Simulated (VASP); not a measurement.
# Se in VASP: a series of runs

Runs on Se. Level: LDA. Tasks: single point.

All numbers are computed with VASP 6.6.1; they aren't measurements. Logs are shortened: lines on timing, memory, paths and dates and some standing lists are left out, and cuts for length are marked.

## (1) The cell of the first run

The structure is cubic, space group Fd-3m (No. 227). The conventional cell has a = 6.251 Å, b = 6.251 Å, c = 6.251 Å, α = 90.00°, β = 90.00°, γ = 90.00°. Se (site symmetry -43m) has 4 Se at 2.71 Å within 3.6 Å.

## (2) Single point, LDA

INCAR reads:

```
ALGO = Normal
EDIFF = 1E-6
ENCUT = 500
GGA_COMPAT = False
ISIF = 2
ISMEAR = 0
LASPH = True
LCHARG = False
LREAL = False
LWAVE = False
NBANDS = 13
NELM = 120
PREC = Accurate
SIGMA = 0.02
```

KPOINTS reads:

```
k-points
0
Gamma
  5 5 5
```

POSCAR reads:

```
Se
1.0
    0.0000000000      3.1255670000      3.1255670000
    3.1255670000      0.0000000000      3.1255670000
    3.1255670000      3.1255670000      0.0000000000
Se
2
Direct
    0.5000000000      0.5000000000      0.5000000000
    0.7500000000      0.7500000000      0.7500000000
```

Potentials or basis: VASP PAW LDA potentials, release 64 (Se).

Run with:

```bash
$ cat potpaw_LDA.64/Se/POTCAR > POTCAR
$ mpirun -np 1 vasp_std > vasp.out
```

OUTCAR:

```text
EDIFF = 1E-6
   ENCUT = 500
   ISIF = 2
   ISMEAR = 0
   LASPH = True
   LREAL = False
   NELM = 120
   PREC = Accurate

 ion  position               nearest neighbor table
   1  0.500  0.500  0.500-   2 2.71   2 2.71   2 2.71   2 2.71
   2  0.750  0.750  0.750-   1 2.71   1 2.71   1 2.71   1 2.71

  LATTYP: Found a face centered cubic cell.
 ALAT       =     6.2511340000

  Lattice vectors:

 A1 = (   0.0000000000,   3.1255670000,   3.1255670000)
 A2 = (   3.1255670000,   0.0000000000,   3.1255670000)
 A3 = (   3.1255670000,   3.1255670000,   0.0000000000)

Analysis of symmetry for initial positions (statically):
=====================================================================
 Subroutine PRICEL returns:
 Original cell was already a primitive cell.

 Routine SETGRP: Setting up the symmetry group for a
 face centered cubic supercell.

 Subroutine GETGRP returns: Found 48 space group operations
 (whereof 24 operations were pure point group operations)
 out of a pool of 48 trial point group operations.

The static configuration has the point symmetry T_d .
 The point group associated with its full space group is O_h .

Analysis of symmetry for dynamics (positions and initial velocities):
=====================================================================
 Subroutine PRICEL returns:
 Original cell was already a primitive cell.

 Routine SETGRP: Setting up the symmetry group for a
 face centered cubic supercell.

 Subroutine GETGRP returns: Found 48 space group operations
 (whereof 24 operations were pure point group operations)
 out of a pool of 48 trial point group operations.

The dynamic configuration has the point symmetry T_d .
 The point group associated with its full space group is O_h .

 Subroutine INISYM returns: Found 48 space group operations
 (whereof 24 operations are pure point group operations),
 and found     1 'primitive' translations

----------------------------------------------------------------------------------------

                                     Primitive cell

  volume of cell :      61.0684

  direct lattice vectors                    reciprocal lattice vectors
     0.000000000  3.125567000  3.125567000    -0.159970975  0.159970975  0.159970975
     3.125567000  0.000000000  3.125567000     0.159970975 -0.159970975  0.159970975
     3.125567000  3.125567000  0.000000000     0.159970975  0.159970975 -0.159970975

  length of vectors
     4.420219242  4.420219242  4.420219242     0.277077856  0.277077856  0.277077856

  position of ions in fractional coordinates (direct lattice)
     0.500000000  0.500000000  0.500000000
     0.750000000  0.750000000  0.750000000

  ion indices of the primitive-cell ions
   primitive index   ion index
                 1           1
                 2           2

----------------------------------------------------------------------------------------

 KPOINTS: k-points

Automatic generation of k-mesh.
 Grid dimensions read from file:
 generate k-points for:    5    5    5

 Generating k-lattice:

  Cartesian coordinates                     Fractional coordinates (reciprocal lattice)
    -0.031994195  0.031994195  0.031994195     0.200000000  0.000000000  0.000000000
     0.031994195 -0.031994195  0.031994195     0.000000000  0.200000000  0.000000000
     0.031994195  0.031994195 -0.031994195     0.000000000  0.000000000  0.200000000

  Length of vectors
     0.055415571  0.055415571  0.055415571

  Shift w.r.t. Gamma in fractional coordinates (k-lattice)
     0.000000000  0.000000000  0.000000000

 Subroutine IBZKPT returns following result:
 ===========================================

 Found     10 irreducible k-points:

 Following reciprocal coordinates:
            Coordinates               Weight
  0.000000  0.000000  0.000000      1.000000
  0.200000  0.000000  0.000000      8.000000
  0.400000  0.000000  0.000000      8.000000
  0.200000  0.200000  0.000000      6.000000
  0.400000  0.200000  0.000000     24.000000
 -0.400000  0.200000  0.000000     24.000000
 -0.200000  0.200000  0.000000     12.000000
  0.400000  0.400000  0.000000      6.000000
 -0.400000  0.400000  0.000000     12.000000
 -0.400000  0.400000  0.200000     24.000000
   k-points           NKPTS =     10   k-points in BZ     NKDIM =     10   number of bands    NBANDS=     13
   number of dos      NEDOS =    301   number of ions     NIONS =      2
   total plane-waves  NPLWV =  32768
   dimension x,y,z NGX =    32 NGY =   32 NGZ =   32
   dimension x,y,z NGXF=    64 NGYF=   64 NGZF=   64
   ions per type =               2
   NGX,Y,Z   is equivalent  to a cutoff of  12.04, 12.04, 12.04 a.u.
   NGXF,Y,Z  is equivalent  to a cutoff of  24.07, 24.07, 24.07 a.u.
 SYSTEM =  unknown system
   PREC   = accura    normal or accurate (medium, high low for compatibility)
   ISTART =      0    job   : 0-new  1-cont  2-samecut
   ICHARG =      2    charge: 1-file 2-atom 10-const
   ISPIN  =      1    spin polarized calculation?
   LNONCOLLINEAR =      F non collinear calculations
   LSORBIT =      F    spin-orbit coupling
   LASPH  =      T    aspherical Exc in radial PAW
   ENCUT  =  500.0 eV  36.75 Ry    6.06 a.u.   8.06  8.06  8.06*2*pi/ulx,y,z
   NELM   =    120;   NELMIN=  2; NELMDL= -5     # of ELM steps
   EDIFF  = 0.1E-05   stopping-criterion for ELM
   LREAL  =      F    real-space projection
   EDIFFG = 0.1E-04   stopping-criterion for IOM
   NSW    =      0    number of steps for IOM
   IBRION =     -1    ionic relax: 0-MD 1-quasi-New 2-CG
   NFREE  =      0    steps in history (QN), initial steepest desc. (CG)
   ISIF   =      2    stress and relaxation
   ISYM   =      2    0-nonsym 1-usesym 2-fastsym
   POTIM  = 0.5000    time-step for ionic-motion
   TEBEG  =    0.0;   TEEND  =   0.0 temperature during run
   PSTRESS=    0.0 pullay stress
   NELECT =      12.0000    total number of electrons
   NUPDOWN=      -1.0000    fix difference up-down
   EMIN   =  10.00;   EMAX   =-10.00  energy-range for DOS
   EFERMI =   0.00;   METHOD = LEGACY
   ISMEAR =     0;   SIGMA  =   0.02  broadening in eV -4-tet -1-fermi 0-gaus
   EFERMI_NEDOS =   21; number of points for ismear=-14 and -15
   IALGO  =     38    algorithm
   IMIX   =      4    mixing-type and parameters
     AMIX     =   0.40;   BMIX     =  1.00
     AMIX_MAG =   1.60;   BMIX_MAG =  1.00
  volume/ion in A,a.u.               =      30.53       206.05
  Fermi-wavevector in a.u.,A,eV,Ry     =   0.951765  1.798575 12.324930  0.905857
  Thomas-Fermi vector in A             =   2.080266
   LORBIT       =      0    0 simple, 1 ext, 2 COOP (PROOUT), +10 PAW based schemes
   GGA     = CA    functional components
   LHFCALC =     F    Hartree Fock is set to
   AEXX    =    0.0000 exact exchange contribution
   IVDW    =     0    specifies the selected vdW correction
   LEPSILON=     F    determine dielectric tensor
   LRPA    =     F    only Hartree local field effects (RPA)
 non-spin polarized calculation
 Gauss-broadening in eV      SIGMA  =   0.02
  energy-cutoff  :      500.00
  volume of cell :       61.07
 maximum number of plane-waves:      1562
   NGX = 17   NGY = 17   NGZ = 17

 number of electron      12.0000001 magnetization

 Free energy of the ion-electron system (eV)
  ---------------------------------------------------
  ext. energy  EPLUGINS =         0.00000000
  ---------------------------------------------------
  free energy    TOTEN  =        -7.17536006 eV

  energy without entropy =       -7.17230919  energy(sigma->0) =       -7.17383463

 E-fermi :   2.3071     XC(G=0):  -8.6683

 val. band max:        2.0723768889   @ k =  -0.2000   0.2000   0.0000
 cond. band min:       2.3089531433   @ k =  -0.4000   0.2000   0.0000
 fundamental gap:      0.2365762543
 Fermi energy:         2.3070503008

 k-point     1 :       0.0000    0.0000    0.0000
  band No.  band energies     occupation
      1     -13.2121      2.00000
      2      -7.8988      2.00000
      3      -1.2197      2.00000
      4      -1.2197      2.00000
      5      -1.2197      2.00000
      6       1.4772      2.00000
      7       1.4772      2.00000
      8       1.4772      2.00000
      9       6.3597      0.00000
     10       9.8870      0.00000
     11       9.8870      0.00000
     12      11.6971      0.00000
     13      11.6971      0.00000

 k-point     2 :       0.2000    0.0000    0.0000
  band No.  band energies     occupation
      1     -12.9478      2.00000
      2      -8.5298      2.00000
      3      -1.5270      2.00000
      4      -1.5270      2.00000
      5      -1.4346      2.00000
      6       1.9434      2.00000
      7       1.9434      2.00000
      8       2.0590      2.00000
      9       7.4926      0.00000
     10       9.2424      0.00000
     11       9.2424      0.00000
     12      10.9437      0.00000
     13      13.6387      0.00000

 k-point     3 :       0.4000    0.0000    0.0000
  band No.  band energies     occupation
      1     -12.3445      2.00000
      2      -9.6387      2.00000
      3      -1.8913      2.00000
      4      -1.8913      2.00000
      5      -1.8734      2.00000
      6       2.4966      0.00000
      7       2.4966      0.00000
      8       3.6559      0.00000
      9       8.4647      0.00000
     10       9.7478      0.00000
     11       9.7478      0.00000
     12       9.8559      0.00000
     13      12.7853      0.00000
[... 81 lines left out ...]
 k-point     9 :      -0.4000    0.4000    0.0000
  band No.  band energies     occupation
      1     -11.3310      2.00000
      2     -10.8927      2.00000
      3      -3.1108      2.00000
      4      -2.5987      2.00000
      5       0.1570      2.00000
      6       1.2344      2.00000
      7       4.1155      0.00000
      8       4.1211      0.00000
      9       7.5991      0.00000
     10       8.9581      0.00000
     11      10.5844      0.00000
     12      13.3551      0.00000
     13      13.8054      0.00000

 k-point    10 :      -0.4000    0.4000    0.2000
  band No.  band energies     occupation
      1     -11.6836      2.00000
      2     -10.4935      2.00000
      3      -3.0888      2.00000
      4      -2.6411      2.00000
      5       0.4260      2.00000
      6       1.4532      2.00000
      7       3.6622      0.00000
      8       3.7876      0.00000
      9       8.0121      0.00000
     10       8.3128      0.00000
     11      10.9674      0.00000
     12      12.5525      0.00000
     13      13.8633      0.00000

------------------------ aborting loop because EDIFF is reached ----------------------------------------

  FORCE on cell =-STRESS in cart. coord.  units (eV):
  Direction    XX          YY          ZZ          XY          YZ          ZX
  --------------------------------------------------------------------------------------
  -------------------------------------------------------------------------------------
  Total       -0.6300187     -0.6300187     -0.6300187      0.0000000      0.0000000      0.0000000
  in kB      -16.5290381    -16.5290381    -16.5290381      0.0000000      0.0000000      0.0000000
  external PRESSURE =     -16.5290381 kB  Pullay stress =       0.0000000 kB

 VOLUME and BASIS-vectors are now :
 -----------------------------------------------------------------------------
  energy-cutoff  :      500.00
  volume of cell :       61.07
      direct lattice vectors                 reciprocal lattice vectors
     0.000000000  3.125567000  3.125567000    -0.159970975  0.159970975  0.159970975
     3.125567000  0.000000000  3.125567000     0.159970975 -0.159970975  0.159970975
     3.125567000  3.125567000  0.000000000     0.159970975  0.159970975 -0.159970975

 POSITION                                       TOTAL-FORCE (eV/Angst)
 -----------------------------------------------------------------------------------
      3.12557      3.12557      3.12557         0.000000      0.000000      0.000000
      4.68835      4.68835      4.68835        -0.000000     -0.000000     -0.000000
 -----------------------------------------------------------------------------------
    total drift:                               -0.000000     -0.000000      0.000000

  FREE ENERGIE OF THE ION-ELECTRON SYSTEM (eV)
  ---------------------------------------------------
  free  energy   TOTEN  =        -7.1753600585 eV

  energy  without entropy=       -7.1723091941  energy(sigma->0) =       -7.17383463
```

It took 2.6 s on 1 thread of Intel Xeon 6975P-C (Granite Rapids), shared host; peak memory 0.14 GiB.

Results:

| Quantity | Value |
| --- | --- |
| Free energy | -7.1754 eV |
| Pressure | -1.7 GPa |
| Band gap on the k mesh | zero (band 6 reaches 2.50 eV, above the bottom of band 7 at 1.48 eV) |

Levels at points of the mesh, in eV from the Fermi level:
| k point | band 3 | band 4 | band 5 | band 6 | band 7 | band 8 | band 9 | band 10 |
| --- | --- | --- | --- | --- | --- | --- | --- | --- |
| (0.00, 0.00, 0.00) | -3.53 | -3.53 | -3.53 | -0.83 | -0.83 | -0.83 | 4.05 | 7.58 |

## (3) Single point, LDA

INCAR reads:

```
SYSTEM = Se
ALGO = Normal ; EDIFF = 1E-6
ENCUT = 500 ; GGA = CA
GGA_COMPAT = .False. ; ISIF = 2
ISMEAR = 0 ; LASPH = .True.
LCHARG = .False. ; LREAL = .False.
LWAVE = .False. ; NBANDS = 13
NELM = 120 ; PREC = Accurate
SIGMA = 0.02
```

KPOINTS reads:

```
k-points
0
Gamma
  5 5 5
  0 0 0
```

POSCAR reads:

```
Se
1.0
   -0.0937670100      3.0786834950      3.0786834950
    3.0786834950     -0.0937670100      3.0786834950
    3.0786834950      3.0786834950     -0.0937670100
Se
2
Direct
    0.5000000000      0.5000000000      0.5000000000
    0.7500000000      0.7500000000      0.7500000000
```

Potentials or basis: VASP PAW LDA potentials, release 64 (Se).

Run with:

```bash
$ cat potpaw_LDA.64/Se/POTCAR > POTCAR
$ mpirun -np 1 vasp_std > vasp.out
```

It took 4.4 s on 1 thread of Intel Xeon 6975P-C (Granite Rapids), shared host; peak memory 0.15 GiB.

It converged, with:

```
Free energy            : -7.1982 eV
Pressure               : -1.5 GPa
Largest force          : 0.453 eV/Å
Band gap on the k mesh : zero (band 6 reaches 2.52 eV, above the bottom of band 7 at 1.35 eV)
```

Forces in eV/Å, atoms in the order of the input:
```
Se   0.262  0.262  0.262
Se  -0.262 -0.262 -0.262
```

Stress tensor (GPa, compression positive):
```
-1.53 -0.75 -0.75
-0.75 -1.53 -0.75
-0.75 -0.75 -1.53
```

Levels at points of the mesh, in eV from the Fermi level:
```tsv
k point	band 2	band 3	band 4	band 5	band 6	band 7	band 8	band 9	band 10	band 11
(0.00, 0.00, 0.00)	-10.11	-3.62	-3.35	-3.35	-0.88	-0.88	-0.45	4.15	7.68	7.68
```

## (4) Single point, LDA

INCAR reads:

```
SYSTEM = Se
  ALGO = Normal
  EDIFF = 1E-6
  ENCUT = 500
  GGA_COMPAT = .FALSE.
  ISIF = 2
  ISMEAR = 0
  LASPH = .TRUE.
  LCHARG = .FALSE.
  LREAL = .FALSE.
  LWAVE = .FALSE.
  NBANDS = 13
  NELM = 120
  PREC = Accurate
  SIGMA = 0.02
```

KPOINTS reads:

```
k-points
0
G
  5 5 5
  0 0 0
```

POSCAR reads:

```
Se
1.0
   -0.0625113400      3.0943113300      3.0943113300
    3.0943113300     -0.0625113400      3.0943113300
    3.0943113300      3.0943113300     -0.0625113400
Se
2
Direct
    0.5000000000      0.5000000000      0.5000000000
    0.7500000000      0.7500000000      0.7500000000
```

Run with:

```bash
$ cat potpaw_LDA.64/Se/POTCAR > POTCAR
$ mpirun -np 1 vasp_std > vasp.out
```

It took 4.2 s on 1 thread of Intel Xeon 6975P-C (Granite Rapids), shared host; peak memory 0.15 GiB.

The run converged. Its results:

- Free energy: -7.1901 eV
- Pressure: -1.6 GPa
- Largest force: 0.368 eV/Å
- Band gap on the k mesh: zero (band 6 reaches 2.51 eV, above the bottom of band 7 at 1.39 eV)

Forces on the atoms (eV/Å):
```
Se   0.212  0.212  0.212
Se  -0.212 -0.212 -0.212
```

Stress tensor (GPa, compression positive):
```
-1.60 -0.68 -0.68
-0.68 -1.60 -0.68
-0.68 -0.68 -1.60
```

Levels at points of the mesh, in eV from the Fermi level:
```tsv
k point	band 4	band 5	band 6	band 7	band 8	band 9
(0.00, 0.00, 0.00)	-3.41	-3.41	-0.86	-0.86	-0.58	4.11
```

## (5) Overview

| cell | gap on the mesh (eV) | pressure (GPa) | largest force (eV/Å) |
| --- | --- | --- | --- |
| a = 4.420 Å, angles 60.0°, 2 atoms | none | -1.7 | - |
| a = 4.355 Å, angles 62.0°, 2 atoms | none | -1.5 | 0.45 |
| a = 4.376 Å, angles 61.3°, 2 atoms | none | -1.6 | 0.37 |

Alike in all rows: task single point; level LDA; potentials or basis VASP PAW LDA potentials, release 64 (Se); no spin polarisation; k mesh 5 × 5 × 5; cutoff (eV) 500; smearing gaussian 0.02 eV.

Total energies depend on the potentials used, so only differences within one code and one set of settings carry meaning.
